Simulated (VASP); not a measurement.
# ZrB (Fm-3m) in VASP: notebook, part 3 of 4

VASP 6.6.1.

## 5. Single point, revPBE

INCAR

```
  PREC = Accurate
  ENCUT = 520
  EDIFF = 1E-6
  ISMEAR = -1
  SIGMA = 0.05
  LREAL = False
  LASPH = True
  NELM = 60
  ALGO = Normal
  ISIF = 2
  LWAVE = False
  LCHARG = True
  GGA = RE
  LELF = True
  LVHAR = True
  NBANDS = 14
```

KPOINTS

```
Automatic mesh
0
Gamma
  10 10 10
```

POSCAR

```
ZrB
1.0
    0.0000000000      2.3250000000      2.3250000000
    2.3250000000      0.0000000000      2.3250000000
    2.3250000000      2.3250000000      0.0000000000
Zr B
1 1
Direct
    0.0000000000      0.0000000000      0.0000000000
    0.5000000000      0.5000000000      0.5000000000
```

Potentials or basis: VASP PAW PBE potentials, release 64 (Zr_sv, B).

Run with:

```
$ cat potpaw_PBE.64/Zr_sv/POTCAR potpaw_PBE.64/B/POTCAR > POTCAR
$ mpirun -np 1 vasp_std > vasp.out
```

OUTCAR:

```text
PREC = Accurate
   ENCUT = 520
   EDIFF = 1E-6
   ISMEAR = -1
   LREAL = False
   LASPH = True
   NELM = 60
   ISIF = 2
   GGA = RE

 ion  position               nearest neighbor table
   1  0.000  0.000  0.000-   2 2.33   2 2.33   2 2.33   2 2.33   2 2.33   2 2.33
   2  0.500  0.500  0.500-   1 2.33   1 2.33   1 2.33   1 2.33   1 2.33   1 2.33

  LATTYP: Found a face centered cubic cell.
 ALAT       =     4.6500000000

  Lattice vectors:

 A1 = (   0.0000000000,   2.3250000000,   2.3250000000)
 A2 = (   2.3250000000,   0.0000000000,   2.3250000000)
 A3 = (   2.3250000000,   2.3250000000,   0.0000000000)

Analysis of symmetry for initial positions (statically):
=====================================================================
 Subroutine PRICEL returns:
 Original cell was already a primitive cell.

 Routine SETGRP: Setting up the symmetry group for a
 face centered cubic supercell.

 Subroutine GETGRP returns: Found 48 space group operations
 (whereof 48 operations were pure point group operations)
 out of a pool of 48 trial point group operations.

The static configuration has the point symmetry O_h .

Analysis of symmetry for dynamics (positions and initial velocities):
=====================================================================
 Subroutine PRICEL returns:
 Original cell was already a primitive cell.

 Routine SETGRP: Setting up the symmetry group for a
 face centered cubic supercell.

 Subroutine GETGRP returns: Found 48 space group operations
 (whereof 48 operations were pure point group operations)
 out of a pool of 48 trial point group operations.

The dynamic configuration has the point symmetry O_h .

 Subroutine INISYM returns: Found 48 space group operations
 (whereof 48 operations are pure point group operations),
 and found     1 'primitive' translations

----------------------------------------------------------------------------------------

                                     Primitive cell

  volume of cell :      25.1362

  direct lattice vectors                    reciprocal lattice vectors
     0.000000000  2.325000000  2.325000000    -0.215053763  0.215053763  0.215053763
     2.325000000  0.000000000  2.325000000     0.215053763 -0.215053763  0.215053763
     2.325000000  2.325000000  0.000000000     0.215053763  0.215053763 -0.215053763

  length of vectors
     3.288046533  3.288046533  3.288046533     0.372484045  0.372484045  0.372484045

  position of ions in fractional coordinates (direct lattice)
     0.000000000  0.000000000  0.000000000
     0.500000000  0.500000000  0.500000000

  ion indices of the primitive-cell ions
   primitive index   ion index
                 1           1
                 2           2

----------------------------------------------------------------------------------------

 KPOINTS: Automatic mesh

Automatic generation of k-mesh.
 Grid dimensions read from file:
 generate k-points for:   10   10   10

 Generating k-lattice:

  Cartesian coordinates                     Fractional coordinates (reciprocal lattice)
    -0.021505376  0.021505376  0.021505376     0.100000000  0.000000000  0.000000000
     0.021505376 -0.021505376  0.021505376     0.000000000  0.100000000  0.000000000
     0.021505376  0.021505376 -0.021505376     0.000000000  0.000000000  0.100000000
[... 40 lines left out ...]
   number of dos      NEDOS =    301   number of ions     NIONS =      2
   total plane-waves  NPLWV =  13824
   dimension x,y,z NGX =    24 NGY =   24 NGZ =   24
   dimension x,y,z NGXF=    48 NGYF=   48 NGZF=   48
   ions per type =               1   1
   NGX,Y,Z   is equivalent  to a cutoff of  12.13, 12.13, 12.13 a.u.
   NGXF,Y,Z  is equivalent  to a cutoff of  24.27, 24.27, 24.27 a.u.
 SYSTEM =  unknown system
   PREC   = accura    normal or accurate (medium, high low for compatibility)
   ISTART =      0    job   : 0-new  1-cont  2-samecut
   ICHARG =      2    charge: 1-file 2-atom 10-const
   ISPIN  =      1    spin polarized calculation?
   LNONCOLLINEAR =      F non collinear calculations
   LSORBIT =      F    spin-orbit coupling
   LASPH  =      T    aspherical Exc in radial PAW
   ENCUT  =  520.0 eV  38.22 Ry    6.18 a.u.   6.11  6.11  6.11*2*pi/ulx,y,z
   NELM   =     60;   NELMIN=  2; NELMDL= -5     # of ELM steps
   EDIFF  = 0.1E-05   stopping-criterion for ELM
   LREAL  =      F    real-space projection
   EDIFFG = 0.1E-04   stopping-criterion for IOM
   NSW    =      0    number of steps for IOM
   IBRION =     -1    ionic relax: 0-MD 1-quasi-New 2-CG
   NFREE  =      0    steps in history (QN), initial steepest desc. (CG)
   ISIF   =      2    stress and relaxation
   ISYM   =      2    0-nonsym 1-usesym 2-fastsym
   POTIM  = 0.5000    time-step for ionic-motion
   TEBEG  =    0.0;   TEEND  =   0.0 temperature during run
   PSTRESS=    0.0 pullay stress
   NELECT =      15.0000    total number of electrons
   NUPDOWN=      -1.0000    fix difference up-down
   EMIN   =  10.00;   EMAX   =-10.00  energy-range for DOS
   EFERMI =   0.00;   METHOD = LEGACY
   ISMEAR =    -1;   SIGMA  =   0.05  broadening in eV -4-tet -1-fermi 0-gaus
   EFERMI_NEDOS =   21; number of points for ismear=-14 and -15
   IALGO  =     38    algorithm
   IMIX   =      4    mixing-type and parameters
     AMIX     =   0.40;   BMIX     =  1.00
     AMIX_MAG =   1.60;   BMIX_MAG =  1.00
  volume/ion in A,a.u.               =      12.57        84.81
  Fermi-wavevector in a.u.,A,eV,Ry     =   1.378285  2.604581 25.846565  1.899669
  Thomas-Fermi vector in A             =   2.503360
   LORBIT       =      0    0 simple, 1 ext, 2 COOP (PROOUT), +10 PAW based schemes
   GGA     = RE    functional components
   LHFCALC =     F    Hartree Fock is set to
   AEXX    =    0.0000 exact exchange contribution
   IVDW    =     0    specifies the selected vdW correction
   LEPSILON=     F    determine dielectric tensor
   LRPA    =     F    only Hartree local field effects (RPA)
 non-spin polarized calculation
  energy-cutoff  :      520.00
  volume of cell :       25.14
 maximum number of plane-waves:       700
   NGX = 13   NGY = 13   NGZ = 13

 number of electron      15.0000000 magnetization

 Free energy of the ion-electron system (eV)
  ---------------------------------------------------
  ext. energy  EPLUGINS =         0.00000000
  ---------------------------------------------------
  free energy    TOTEN  =       -14.95832661 eV

  energy without entropy =      -14.94963593  energy(sigma->0) =      -14.95398127

 E-fermi :   9.0777     XC(G=0): -12.1855

 val. band max:        9.0339875430   @ k =   0.3000   0.2000   0.1000
 cond. band min:       9.0953522389   @ k =   0.5000   0.3000   0.1000
 fundamental gap:      0.0613646960
 Fermi energy:         9.0776725811

 k-point     1 :       0.0000    0.0000    0.0000
  band No.  band energies     occupation
      1     -37.7056      2.00000
      2     -15.4460      2.00000
      3     -15.4460      2.00000
      4     -15.4460      2.00000
      5       0.7224      2.00000
      6      11.0145      0.00000
      7      11.0145      0.00000
      8      11.0145      0.00000
      9      12.7784      0.00000
     10      12.7784      0.00000
     11      12.9082      0.00000
     12      12.9082      0.00000
     13      12.9082      0.00000
     14      20.2117      0.00000
[... 377 lines left out ...]
      1     -37.5770      2.00000
      2     -16.1490      2.00000
      3     -15.7284      2.00000
      4     -15.6982      2.00000
      5       2.9296      2.00000
      6       7.4215      2.00000
      7       8.3326      2.00000
      8      10.4543      0.00000
      9      11.2730      0.00000
     10      14.7104      0.00000
     11      16.3302      0.00000
     12      16.5763      0.00000
     13      20.7276      0.00000
     14      23.3602      0.00000

 [... further k-points ...]

------------------------ aborting loop because EDIFF is reached ----------------------------------------

  FORCE on cell =-STRESS in cart. coord.  units (eV):
  Direction    XX          YY          ZZ          XY          YZ          ZX
  --------------------------------------------------------------------------------------
  -------------------------------------------------------------------------------------
  Total        5.8209972      5.8209972      5.8209972      0.0000000      0.0000000      0.0000000
  in kB      371.0300647    371.0300647    371.0300647      0.0000000      0.0000000      0.0000000
  external PRESSURE =     371.0300647 kB  Pullay stress =       0.0000000 kB

 VOLUME and BASIS-vectors are now :
 -----------------------------------------------------------------------------
  energy-cutoff  :      520.00
  volume of cell :       25.14
      direct lattice vectors                 reciprocal lattice vectors
     0.000000000  2.325000000  2.325000000    -0.215053763  0.215053763  0.215053763
     2.325000000  0.000000000  2.325000000     0.215053763 -0.215053763  0.215053763
     2.325000000  2.325000000  0.000000000     0.215053763  0.215053763 -0.215053763

 POSITION                                       TOTAL-FORCE (eV/Angst)
 -----------------------------------------------------------------------------------
      0.00000      0.00000      0.00000        -0.000000      0.000000      0.000000
      2.32500      2.32500      2.32500         0.000000     -0.000000     -0.000000
 -----------------------------------------------------------------------------------
    total drift:                                0.000000     -0.000000     -0.000000

  FREE ENERGIE OF THE ION-ELECTRON SYSTEM (eV)
  ---------------------------------------------------
  free  energy   TOTEN  =       -14.9583266060 eV

  energy  without entropy=      -14.9496359346  energy(sigma->0) =      -14.95398127
```

OSZICAR:

```text
N       E                     dE             d eps       ncg     rms          rms(c)
DAV:   1     0.984679712858E+02    0.98468E+02   -0.80017E+03  1316   0.104E+03
DAV:   2    -0.129296209109E+02   -0.11140E+03   -0.10615E+03  1640   0.290E+02
DAV:   3    -0.165630224158E+02   -0.36334E+01   -0.36032E+01  1946   0.443E+01
DAV:   4    -0.166242068727E+02   -0.61184E-01   -0.61163E-01  1596   0.547E+00
DAV:   5    -0.166259021012E+02   -0.16952E-02   -0.16952E-02  2016   0.575E-01    0.232E+01
DAV:   6    -0.149629225923E+02    0.16630E+01   -0.22951E+00  1564   0.139E+01    0.880E+00
DAV:   7    -0.149524075305E+02    0.10515E-01   -0.31537E-01  1870   0.398E+00    0.348E+00
DAV:   8    -0.149589827261E+02   -0.65752E-02   -0.30750E-02  1620   0.164E+00    0.402E-01
DAV:   9    -0.149582266703E+02    0.75606E-03   -0.26908E-03  1496   0.373E-01    0.146E-01
DAV:  10    -0.149583319879E+02   -0.10532E-03   -0.33728E-04  1502   0.214E-01    0.267E-02
DAV:  11    -0.149583280868E+02    0.39011E-05   -0.14081E-05  1690   0.309E-02    0.365E-03
DAV:  12    -0.149583265947E+02    0.14921E-05   -0.89105E-07   982   0.106E-02    0.347E-03
DAV:  13    -0.149583266060E+02   -0.11379E-07   -0.90218E-08   766   0.317E-03
   1 F= -.14958327E+02 E0= -.14953981E+02  d E =-.869067E-02
```

stdout:

```text
POSCAR found type information on POSCAR ZrB
 POSCAR found :  2 types and       2 ions
 scaLAPACK will be used
 -----------------------------------------------------------------------------
|                                                                             |
|                                                                             |
|     You enforced a specific xc type in the INCAR file but a different       |
|     I HOPE YOU KNOW WHAT YOU ARE DOING!                                     |
|                                                                             |
 -----------------------------------------------------------------------------

 LDA part: xc-table for (Slater+PW92), standard interpolation
 POSCAR, INCAR and KPOINTS ok, starting setup
 FFT: planning ... GRIDC
 FFT: planning ... GRID_SOFT
 FFT: planning ... GRID
 WAVECAR not read
 entering main loop
```

It took 17 s on 1 thread of Intel Xeon 8259CL, shared host; peak memory 0.15 GiB.

Results:

| Property | Result |
| --- | --- |
| Free energy | -14.9583 eV |
| Pressure | 37.1 GPa |
| Band gap on the k mesh | zero (an odd number of electrons rules out a gap without spin polarisation) |

Levels at points of the mesh, in eV from the Fermi level:
| k point | band 6 | band 7 | band 8 | band 9 | band 10 | band 11 |
| --- | --- | --- | --- | --- | --- | --- |
| (0.00, 0.00, 0.00) | 1.94 | 1.94 | 1.94 | 3.70 | 3.70 | 3.83 |
| (0.50, 0.00, 0.00) | -3.65 | -1.41 | -1.41 | 5.79 | 5.79 | 7.40 |
| (0.50, 0.50, 0.00) | -1.11 | -0.30 | 2.55 | 2.55 | 5.47 | 6.95 |

Caveat: the cell stands under pressure; the PAW data sets were made with another functional, which shifts forces and pressure a little.

(Part 3 of 4 ends here.)
